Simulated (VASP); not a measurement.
# Rh (Fm-3m) in VASP: notebook

Runs on Rh. Level: PBEsol. Tasks: single point, relaxation of cell and atoms.

Everything below comes from runs of VASP 6.6.1. Logs are shortened: lines on timing, memory, paths and dates and some standing lists are left out, and cuts for length are marked.

### 1 The cell of the first run

It takes space group Fm-3m (No. 225, cubic). The conventional cell has a = 3.781 Å, b = 3.781 Å, c = 3.781 Å, α = 90.00°, β = 90.00°, γ = 90.00°. Rh (site symmetry m-3m) has 12 Rh at 2.67 Å within 3.5 Å.

### 2 Single point, PBEsol

File INCAR:

```
ALGO = Normal ; EDIFF = 1E-6
ENCUT = 500 ; GGA = PS
GGA_COMPAT = False ; ISIF = 2
ISMEAR = -1 ; LASPH = True
LCHARG = False ; LREAL = False
LWAVE = False ; NBANDS = 14
NELM = 120 ; PREC = Accurate
SIGMA = 0.08
```

File KPOINTS:

```
k-points
0
Gamma
  20 20 20
```

File POSCAR:

```
Rh
1.0
    0.0000000000      1.8904315232      1.8904315232
    1.8904315232      0.0000000000      1.8904315232
    1.8904315232      1.8904315232      0.0000000000
Rh
1
Direct
    0.0000000000      0.0000000000      0.0000000000
```

Potentials or basis: VASP PAW PBE potentials, release 64 (Rh_pv).

Command:

```sh
cat potpaw_PBE.64/Rh_pv/POTCAR > POTCAR
mpirun -np 1 vasp_std > vasp.out
```

OUTCAR:

```text
EDIFF = 1E-6
   ENCUT = 500
   GGA = PS
   ISIF = 2
   ISMEAR = -1
   LASPH = True
   LREAL = False
   NELM = 120
   PREC = Accurate

 ion  position               nearest neighbor table
   1  0.000  0.000  0.000-

  LATTYP: Found a face centered cubic cell.
 ALAT       =     3.7808630464

  Lattice vectors:

 A1 = (   0.0000000000,   1.8904315232,   1.8904315232)
 A2 = (   1.8904315232,   0.0000000000,   1.8904315232)
 A3 = (   1.8904315232,   1.8904315232,   0.0000000000)

Analysis of symmetry for initial positions (statically):
=====================================================================
 Subroutine PRICEL returns:
 Original cell was already a primitive cell.

 Routine SETGRP: Setting up the symmetry group for a
 face centered cubic supercell.

 Subroutine GETGRP returns: Found 48 space group operations
 (whereof 48 operations were pure point group operations)
 out of a pool of 48 trial point group operations.

The static configuration has the point symmetry O_h .

Analysis of symmetry for dynamics (positions and initial velocities):
=====================================================================
 Subroutine PRICEL returns:
 Original cell was already a primitive cell.

 Routine SETGRP: Setting up the symmetry group for a
 face centered cubic supercell.

 Subroutine GETGRP returns: Found 48 space group operations
 (whereof 48 operations were pure point group operations)
 out of a pool of 48 trial point group operations.

The dynamic configuration has the point symmetry O_h .

 Subroutine INISYM returns: Found 48 space group operations
 (whereof 48 operations are pure point group operations),
 and found     1 'primitive' translations

----------------------------------------------------------------------------------------

                                     Primitive cell

  volume of cell :      13.5118

  direct lattice vectors                    reciprocal lattice vectors
     0.000000000  1.890431523  1.890431523    -0.264489876  0.264489876  0.264489876
     1.890431523  0.000000000  1.890431523     0.264489876 -0.264489876  0.264489876
     1.890431523  1.890431523  0.000000000     0.264489876  0.264489876 -0.264489876

  length of vectors
     2.673473899  2.673473899  2.673473899     0.458109904  0.458109904  0.458109904

  position of ions in fractional coordinates (direct lattice)
     0.000000000  0.000000000  0.000000000

  ion indices of the primitive-cell ions
   primitive index   ion index
                 1           1

----------------------------------------------------------------------------------------

 KPOINTS: k-points

Automatic generation of k-mesh.
 Grid dimensions read from file:
 generate k-points for:   20   20   20

 Generating k-lattice:

  Cartesian coordinates                     Fractional coordinates (reciprocal lattice)
    -0.013224494  0.013224494  0.013224494     0.050000000  0.000000000  0.000000000
     0.013224494 -0.013224494  0.013224494     0.000000000  0.050000000  0.000000000
     0.013224494  0.013224494 -0.013224494     0.000000000  0.000000000  0.050000000

  Length of vectors
     0.022905495  0.022905495  0.022905495

  Shift w.r.t. Gamma in fractional coordinates (k-lattice)
     0.000000000  0.000000000  0.000000000

 Subroutine IBZKPT returns following result:
 ===========================================

 Found    256 irreducible k-points:

 Following reciprocal coordinates:
            Coordinates               Weight
  0.000000  0.000000  0.000000      1.000000
  0.050000  0.000000  0.000000      8.000000
  0.100000  0.000000  0.000000      8.000000
  0.150000  0.000000  0.000000      8.000000
  0.200000  0.000000  0.000000      8.000000
  0.250000  0.000000  0.000000      8.000000
[... 16 lines left out ...]
 -0.400000  0.050000  0.000000     24.000000
 -0.350000  0.050000  0.000000     24.000000
 [... further k-points ...]
   k-points           NKPTS =    256   k-points in BZ     NKDIM =    256   number of bands    NBANDS=     14
   number of dos      NEDOS =    301   number of ions     NIONS =      1
   total plane-waves  NPLWV =   8000
   dimension x,y,z NGX =    20 NGY =   20 NGZ =   20
   dimension x,y,z NGXF=    40 NGYF=   40 NGZF=   40
   ions per type =               1
   NGX,Y,Z   is equivalent  to a cutoff of  12.44, 12.44, 12.44 a.u.
   NGXF,Y,Z  is equivalent  to a cutoff of  24.87, 24.87, 24.87 a.u.
 SYSTEM =  unknown system
   PREC   = accura    normal or accurate (medium, high low for compatibility)
   ISTART =      0    job   : 0-new  1-cont  2-samecut
   ICHARG =      2    charge: 1-file 2-atom 10-const
   ISPIN  =      1    spin polarized calculation?
   LNONCOLLINEAR =      F non collinear calculations
   LSORBIT =      F    spin-orbit coupling
   LASPH  =      T    aspherical Exc in radial PAW
   ENCUT  =  500.0 eV  36.75 Ry    6.06 a.u.   4.87  4.87  4.87*2*pi/ulx,y,z
   NELM   =    120;   NELMIN=  2; NELMDL= -5     # of ELM steps
   EDIFF  = 0.1E-05   stopping-criterion for ELM
   LREAL  =      F    real-space projection
   EDIFFG = 0.1E-04   stopping-criterion for IOM
   NSW    =      0    number of steps for IOM
   IBRION =     -1    ionic relax: 0-MD 1-quasi-New 2-CG
   NFREE  =      0    steps in history (QN), initial steepest desc. (CG)
   ISIF   =      2    stress and relaxation
   ISYM   =      2    0-nonsym 1-usesym 2-fastsym
   POTIM  = 0.5000    time-step for ionic-motion
   TEBEG  =    0.0;   TEEND  =   0.0 temperature during run
   PSTRESS=    0.0 pullay stress
   NELECT =      15.0000    total number of electrons
   NUPDOWN=      -1.0000    fix difference up-down
   EMIN   =  10.00;   EMAX   =-10.00  energy-range for DOS
   EFERMI =   0.00;   METHOD = LEGACY
   ISMEAR =    -1;   SIGMA  =   0.08  broadening in eV -4-tet -1-fermi 0-gaus
   EFERMI_NEDOS =   21; number of points for ismear=-14 and -15
   IALGO  =     38    algorithm
   IMIX   =      4    mixing-type and parameters
     AMIX     =   0.40;   BMIX     =  1.00
     AMIX_MAG =   1.60;   BMIX_MAG =  1.00
  volume/ion in A,a.u.               =      13.51        91.18
  Fermi-wavevector in a.u.,A,eV,Ry     =   1.695122  3.203316 39.095507  2.873439
  Thomas-Fermi vector in A             =   2.776223
   LORBIT       =      0    0 simple, 1 ext, 2 COOP (PROOUT), +10 PAW based schemes
   GGA     = PS    functional components
   LHFCALC =     F    Hartree Fock is set to
   AEXX    =    0.0000 exact exchange contribution
   IVDW    =     0    specifies the selected vdW correction
   LEPSILON=     F    determine dielectric tensor
   LRPA    =     F    only Hartree local field effects (RPA)
 non-spin polarized calculation
  energy-cutoff  :      500.00
  volume of cell :       13.51
 maximum number of plane-waves:       360
   NGX =  9   NGY =  9   NGZ =  9

 number of electron      15.0000007 magnetization

 Free energy of the ion-electron system (eV)
  ---------------------------------------------------
  ext. energy  EPLUGINS =         0.00000000
  ---------------------------------------------------
  free energy    TOTEN  =        -8.15125816 eV

  energy without entropy =       -8.12509685  energy(sigma->0) =       -8.13817750

 E-fermi :  12.0747     XC(G=0): -14.3303

 val. band max:       12.0692288186   @ k =   0.3500   0.0500   0.0000
 cond. band min:      12.0750524498   @ k =  -0.3000   0.3000   0.1000
 fundamental gap:      0.0058236312
 Fermi energy:        12.0746559439

 k-point     1 :       0.0000    0.0000    0.0000
  band No.  band energies     occupation
      1     -34.2854      2.00000
      2     -34.2854      2.00000
      3     -34.2854      2.00000
      4       3.8932      2.00000
      5       8.8981      2.00000
      6       8.8981      2.00000
      7       8.8981      2.00000
      8      11.0694      1.99999
      9      11.0694      1.99999
     10      27.9964      0.00000
     11      32.3972      0.00000
     12      33.5466      0.00000
     13      33.5466      0.00000
     14      33.5466      0.00000

 k-point     2 :       0.0500    0.0000    0.0000
  band No.  band energies     occupation
      1     -34.3053      2.00000
      2     -34.2881      2.00000
      3     -34.2881      2.00000
      4       3.9963      2.00000
      5       8.8508      2.00000
      6       8.9391      2.00000
      7       8.9391      2.00000
      8      11.0457      1.99999
      9      11.0457      1.99999
     10      28.1499      0.00000
     11      32.3951      0.00000
     12      32.9658      0.00000
     13      33.6994      0.00000
     14      33.6994      0.00000

 k-point     3 :       0.1000    0.0000    0.0000
  band No.  band energies     occupation
      1     -34.3627      2.00000
      2     -34.2958      2.00000
      3     -34.2958      2.00000
      4       4.2948      2.00000
      5       8.7280      2.00000
      6       9.0497      2.00000
      7       9.0497      2.00000
      8      10.9902      2.00000
      9      10.9902      2.00000
     10      28.5719      0.00000
     11      31.6945      0.00000
     12      32.4024      0.00000
     13      34.1458      0.00000
     14      34.1458      0.00000
[... 324 lines left out ...]
 k-point    23 :      -0.4000    0.0500    0.0000
  band No.  band energies     occupation
      1     -35.0116      2.00000
      2     -34.4050      2.00000
      3     -34.3840      2.00000
      4       5.9071      2.00000
      5       8.8468      2.00000
      6       8.9497      2.00000
      7      11.2029      1.99996
      8      12.2777      0.14649
      9      13.1705      0.00000
     10      22.0865      0.00000
     11      27.9614      0.00000
     12      32.3987      0.00000
     13      33.3214      0.00000
     14      34.3805      0.00000

 k-point    24 :      -0.3500    0.0500    0.0000
  band No.  band energies     occupation
      1     -34.9382      2.00000
      2     -34.3968      2.00000
      3     -34.3707      2.00000
      4       5.9827      2.00000
      5       8.9643      2.00000
      6       9.0521      2.00000
      7      10.3787      2.00000
      8      11.8830      1.83309
      9      12.6486      0.00153
     10      23.5717      0.00000
     11      28.4441      0.00000
     12      32.3990      0.00000
     13      33.9365      0.00000
     14      35.5466      0.00000

 [... further k-points ...]

------------------------ aborting loop because EDIFF is reached ----------------------------------------

  FORCE on cell =-STRESS in cart. coord.  units (eV):
  Direction    XX          YY          ZZ          XY          YZ          ZX
  --------------------------------------------------------------------------------------
  -------------------------------------------------------------------------------------
  Total       -0.0025961     -0.0025961     -0.0025961     -0.0000000      0.0000000      0.0000000
  in kB       -0.3078315     -0.3078315     -0.3078315     -0.0000000      0.0000000      0.0000000
  external PRESSURE =      -0.3078315 kB  Pullay stress =       0.0000000 kB

 VOLUME and BASIS-vectors are now :
 -----------------------------------------------------------------------------
  energy-cutoff  :      500.00
  volume of cell :       13.51
      direct lattice vectors                 reciprocal lattice vectors
     0.000000000  1.890431523  1.890431523    -0.264489876  0.264489876  0.264489876
     1.890431523  0.000000000  1.890431523     0.264489876 -0.264489876  0.264489876
     1.890431523  1.890431523  0.000000000     0.264489876  0.264489876 -0.264489876

 POSITION                                       TOTAL-FORCE (eV/Angst)
 -----------------------------------------------------------------------------------
      0.00000      0.00000      0.00000        -0.000000     -0.000000     -0.000000
 -----------------------------------------------------------------------------------
    total drift:                               -0.000000     -0.000000     -0.000000

  FREE ENERGIE OF THE ION-ELECTRON SYSTEM (eV)
  ---------------------------------------------------
  free  energy   TOTEN  =        -8.1512581627 eV

  energy  without entropy=       -8.1250968461  energy(sigma->0) =       -8.13817750
```

It took 46 s on 1 thread of Oxide Virtual Turin-like, shared host; peak memory 0.12 GiB.

Results:

```yaml
Free_energy: -8.1513 eV
Pressure: 0.0 GPa
Band_gap_on_the_k_mesh: zero (an odd number of electrons rules out a gap without spin polarisation)
```

Caveat: the PAW data sets were made with another functional, which shifts forces and pressure a little.

[end of part 1 of 2]
